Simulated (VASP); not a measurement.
# SnTe (I4/mmm) in VASP: a series of runs, part 3 of 3

VASP 6.6.1. Earlier steps stand in the parts before.

## (4) Electric field gradients, LDA (zz strain of +2 %)

INCAR

```
PREC = Accurate
ENCUT = 520
EDIFF = 1E-8
ISMEAR = -1
SIGMA = 0.08
LREAL = F
LASPH = T
NELM = 100
ALGO = Normal
ISIF = 2
LWAVE = F
LCHARG = F
GGA = CA
LEFG = T
NBANDS = 17
```

KPOINTS

```
regular mesh
0
Gamma
  11 11 11
```

POSCAR

```
SnTe
1.0
    0.0000000000      3.1565000000      3.2196300000
    3.1565000000      0.0000000000      3.2196300000
    3.1565000000      3.1565000000      0.0000000000
Sn Te
1 1
Direct
    0.0000000000      0.0000000000      0.0000000000
    0.5000000000      0.5000000000      0.5000000000
```

Potentials or basis: VASP PAW LDA potentials, release 64 (Sn_d, Te).

Command:

```
$ cat potpaw_LDA.64/Sn_d/POTCAR potpaw_LDA.64/Te/POTCAR > POTCAR
$ mpirun -np 1 vasp_std > vasp.out
```

OUTCAR:

```text
PREC = Accurate
   ENCUT = 520
   EDIFF = 1E-8
   ISMEAR = -1
   LREAL = F
   LASPH = T
   NELM = 100
   ISIF = 2
   GGA = CA

 ion  position               nearest neighbor table
   1  0.000  0.000  0.000-   2 3.16   2 3.16   2 3.16   2 3.16   2 3.22   2 3.22
   2  0.500  0.500  0.500-   1 3.16   1 3.16   1 3.16   1 3.16   1 3.22   1 3.22

  LATTYP: Found a body centered tetragonal cell.
 ALAT       =     4.4639651096
 C/A-ratio  =     1.4424978336

  Lattice vectors:

 A1 = (  -3.1565000000,   0.0000000000,   3.2196300000)
 A2 = (   3.1565000000,   0.0000000000,   3.2196300000)
 A3 = (   0.0000000000,   3.1565000000,  -3.2196300000)

Analysis of symmetry for initial positions (statically):
=====================================================================
 Subroutine PRICEL returns:
 Original cell was already a primitive cell.

 Routine SETGRP: Setting up the symmetry group for a
 body centered tetragonal supercell.

 Subroutine GETGRP returns: Found 16 space group operations
 (whereof 16 operations were pure point group operations)
 out of a pool of 16 trial point group operations.

The static configuration has the point symmetry D_4h.

Analysis of symmetry for dynamics (positions and initial velocities):
=====================================================================
 Subroutine PRICEL returns:
 Original cell was already a primitive cell.

 Routine SETGRP: Setting up the symmetry group for a
 body centered tetragonal supercell.

 Subroutine GETGRP returns: Found 16 space group operations
 (whereof 16 operations were pure point group operations)
 out of a pool of 16 trial point group operations.

The dynamic configuration has the point symmetry D_4h.

 Subroutine INISYM returns: Found 16 space group operations
 (whereof 16 operations are pure point group operations),
 and found     1 'primitive' translations

----------------------------------------------------------------------------------------

                                     Primitive cell

  volume of cell :      64.1575

  direct lattice vectors                    reciprocal lattice vectors
     0.000000000  3.156500000  3.219630000    -0.158403295  0.158403295  0.155297348
     3.156500000  0.000000000  3.219630000     0.158403295 -0.158403295  0.155297348
     3.156500000  3.156500000  0.000000000     0.158403295  0.158403295 -0.155297348

  length of vectors
     4.508825744  4.508825744  4.463965110     0.272581133  0.272581133  0.272581133

  position of ions in fractional coordinates (direct lattice)
     0.000000000  0.000000000  0.000000000
     0.500000000  0.500000000  0.500000000

  ion indices of the primitive-cell ions
   primitive index   ion index
                 1           1
                 2           2

----------------------------------------------------------------------------------------

[... 74 lines left out ...]
   NFREE  =      0    steps in history (QN), initial steepest desc. (CG)
   ISIF   =      2    stress and relaxation
   ISYM   =      2    0-nonsym 1-usesym 2-fastsym
   POTIM  = 0.5000    time-step for ionic-motion
   TEBEG  =    0.0;   TEEND  =   0.0 temperature during run
   PSTRESS=    0.0 pullay stress
   NELECT =      20.0000    total number of electrons
   NUPDOWN=      -1.0000    fix difference up-down
   EMIN   =  10.00;   EMAX   =-10.00  energy-range for DOS
   EFERMI =   0.00;   METHOD = LEGACY
   ISMEAR =    -1;   SIGMA  =   0.08  broadening in eV -4-tet -1-fermi 0-gaus
   EFERMI_NEDOS =   21; number of points for ismear=-14 and -15
   IALGO  =     38    algorithm
   IMIX   =      4    mixing-type and parameters
     AMIX     =   0.40;   BMIX     =  1.00
     AMIX_MAG =   1.60;   BMIX_MAG =  1.00
  volume/ion in A,a.u.               =      32.08       216.48
  Fermi-wavevector in a.u.,A,eV,Ry     =   1.110032  2.097657 16.764716  1.232172
  Thomas-Fermi vector in A             =   2.246579
   LORBIT       =      0    0 simple, 1 ext, 2 COOP (PROOUT), +10 PAW based schemes
   GGA     = CA    functional components
   LHFCALC =     F    Hartree Fock is set to
   AEXX    =    0.0000 exact exchange contribution
   IVDW    =     0    specifies the selected vdW correction
   LEPSILON=     F    determine dielectric tensor
   LRPA    =     F    only Hartree local field effects (RPA)
 non-spin polarized calculation
  energy-cutoff  :      520.00
  volume of cell :       64.16
 maximum number of plane-waves:      1749
 NGX is ok and might be reduce to    36
   NGX = 17   NGY = 17   NGZ = 17

 number of electron      20.0000003 magnetization

 Free energy of the ion-electron system (eV)
  ---------------------------------------------------
  ext. energy  EPLUGINS =         0.00000000
  ---------------------------------------------------
  free energy    TOTEN  =        -8.79997075 eV

  energy without entropy =       -8.79824699  energy(sigma->0) =       -8.79910887

 E-fermi :   6.3849     XC(G=0):  -9.6292

 val. band max:        6.2147517255   @ k =   0.4545   0.0000   0.0000
 cond. band min:       6.6062857667   @ k =   0.4545   0.0000   0.0000
 fundamental gap:      0.3915340412
 Fermi energy:         6.3849093146

 k-point     1 :       0.0000    0.0000    0.0000
  band No.  band energies     occupation
      1     -15.3617      2.00000
      2     -15.3545      2.00000
      3     -15.3522      2.00000
      4     -15.3522      2.00000
      5     -15.3465      2.00000
      6      -6.2142      2.00000
[... 457 lines left out ...]
      4     -15.3493      2.00000
      5     -15.3419      2.00000
      6      -5.5417      2.00000
[... 9 lines left out ...]
     16      13.9966      0.00000
     17      14.3057      0.00000

 [... further k-points ...]

------------------------ aborting loop because EDIFF is reached ----------------------------------------

  FORCE on cell =-STRESS in cart. coord.  units (eV):
  Direction    XX          YY          ZZ          XY          YZ          ZX
  --------------------------------------------------------------------------------------
  -------------------------------------------------------------------------------------
  Total       -0.6864756     -0.6864756     -1.5497122      0.0000000     -0.0000000     -0.0000000
  in kB      -17.1430517    -17.1430517    -38.7002776      0.0000000     -0.0000000     -0.0000000
  external PRESSURE =     -24.3287937 kB  Pullay stress =       0.0000000 kB

 VOLUME and BASIS-vectors are now :
 -----------------------------------------------------------------------------
  energy-cutoff  :      520.00
  volume of cell :       64.16
      direct lattice vectors                 reciprocal lattice vectors
     0.000000000  3.156500000  3.219630000    -0.158403295  0.158403295  0.155297348
     3.156500000  0.000000000  3.219630000     0.158403295 -0.158403295  0.155297348
     3.156500000  3.156500000  0.000000000     0.158403295  0.158403295 -0.155297348

 POSITION                                       TOTAL-FORCE (eV/Angst)
 -----------------------------------------------------------------------------------
      0.00000      0.00000      0.00000         0.000000      0.000000      0.000000
      3.15650      3.15650      3.21963        -0.000000     -0.000000     -0.000000
 -----------------------------------------------------------------------------------
    total drift:                               -0.000000      0.000000      0.000000

  FREE ENERGIE OF THE ION-ELECTRON SYSTEM (eV)
  ---------------------------------------------------
  free  energy   TOTEN  =        -8.7999707468 eV

  energy  without entropy=       -8.7982469914  energy(sigma->0) =       -8.79910887

 Electric field gradients (V/A^2)
---------------------------------------------------------------------
 ion       V_xx      V_yy      V_zz      V_xy      V_xz      V_yz
---------------------------------------------------------------------
   1     -14.720   -14.720    29.439    -0.002    -0.001    -0.001
   2      -3.381    -3.381     6.762     0.000    -0.000    -0.000
---------------------------------------------------------------------

 Electric field gradients after diagonalization (V/A^2)
 (convention: |V_zz| > |V_xx| > |V_yy|)
----------------------------------------------------------------------
 ion       V_xx      V_yy      V_zz     asymmetry (V_yy - V_xx)/ V_zz
----------------------------------------------------------------------
   1     -14.722   -14.717    29.439       0.000
   2      -3.381    -3.381     6.762       0.000
----------------------------------------------------------------------

           NMR quadrupolar parameters

 Cq : quadrupolar parameter    Cq=e*Q*V_zz/h
 eta: asymmetry parameters     (V_yy - V_xx)/ V_zz
 Q  : nuclear electric quadrupole moment in mb (millibarn)
----------------------------------------------------------------------
 ion       Cq(MHz)       eta       Q (mb)
----------------------------------------------------------------------
   1       0.071       0.000       1.000
   2       0.016       0.000       1.000
----------------------------------------------------------------------
```

OSZICAR:

```text
N       E                     dE             d eps       ncg     rms          rms(c)
DAV:   1     0.126215183293E+03    0.12622E+03   -0.94920E+03  4323   0.134E+03
DAV:   2     0.301849494479E+01   -0.12320E+03   -0.11975E+03  4551   0.330E+02
DAV:   3    -0.851285718075E+01   -0.11531E+02   -0.11434E+02  5302   0.902E+01
DAV:   4    -0.885804139977E+01   -0.34518E+00   -0.34493E+00  4995   0.162E+01
DAV:   5    -0.887200452547E+01   -0.13963E-01   -0.13963E-01  6435   0.319E+00    0.429E+00
DAV:   6    -0.880508003559E+01    0.66924E-01   -0.14346E-01  5895   0.252E+00    0.271E+00
DAV:   7    -0.880079951934E+01    0.42805E-02   -0.44678E-02  5460   0.101E+00    0.817E-01
DAV:   8    -0.879999281165E+01    0.80671E-03   -0.64048E-03  5499   0.624E-01    0.138E-01
DAV:   9    -0.879999274330E+01    0.68352E-07   -0.76662E-04  6307   0.222E-01    0.394E-02
DAV:  10    -0.879997364057E+01    0.19103E-04   -0.61647E-05  5638   0.608E-02    0.276E-02
DAV:  11    -0.879997082587E+01    0.28147E-05   -0.35865E-05  5681   0.401E-02    0.214E-02
DAV:  12    -0.879997083953E+01   -0.13662E-07   -0.28616E-06  4719   0.899E-03    0.143E-02
DAV:  13    -0.879997082178E+01    0.17748E-07   -0.85914E-08  5898   0.185E-03    0.101E-02
DAV:  14    -0.879997074656E+01    0.75218E-07   -0.23507E-07  5806   0.465E-03    0.171E-03
DAV:  15    -0.879997074678E+01   -0.21282E-09   -0.29937E-08  4699   0.922E-04
   1 F= -.87999707E+01 E0= -.87991089E+01  d E =-.172376E-02
```

stdout:

```text
POSCAR found type information on POSCAR SnTe
 POSCAR found :  2 types and       2 ions
 scaLAPACK will be used
 LDA part: xc-table for (Slater(with rela. corr.)+CA(PZ))
 , standard interpolation
 POSCAR, INCAR and KPOINTS ok, starting setup
 FFT: planning ... GRIDC
 FFT: planning ... GRID_SOFT
 FFT: planning ... GRID
 WAVECAR not read
 entering main loop
ion   1

ion   2
```

It took 2.6 min on 1 thread of Intel Xeon 8259CL, shared host; peak memory 0.27 GiB.

What came out:

```
Free energy                             : -8.8000 eV
Pressure                                : -2.4 GPa
Band gap on the k mesh                  : 0.39 eV
Largest electric field gradient by atom : Sn +29.4; Te +6.8 V/Å²
```

Stress tensor (GPa, compression positive):
```
-1.71  0.00  0.00
 0.00 -1.71  0.00
 0.00  0.00 -3.87
```

Electric field gradients, principal values (V/Å²):
| atom | least | middle | greatest (by size) |
| --- | --- | --- | --- |
| 1 Sn | -14.717 | -14.722 | 29.439 |
| 2 Te | -3.381 | -3.381 | 6.762 |

Caveat: the cell differs from its parent crystal (zz strain of +2 %); without QUAD_EFG the Cq values of the log hold for a quadrupole moment of 1 mb, not for the nuclei; spin-orbit coupling is left out, which moves the levels of the heavy elements; an odd mesh through Γ misses points on the zone boundary, where band edges can lie.
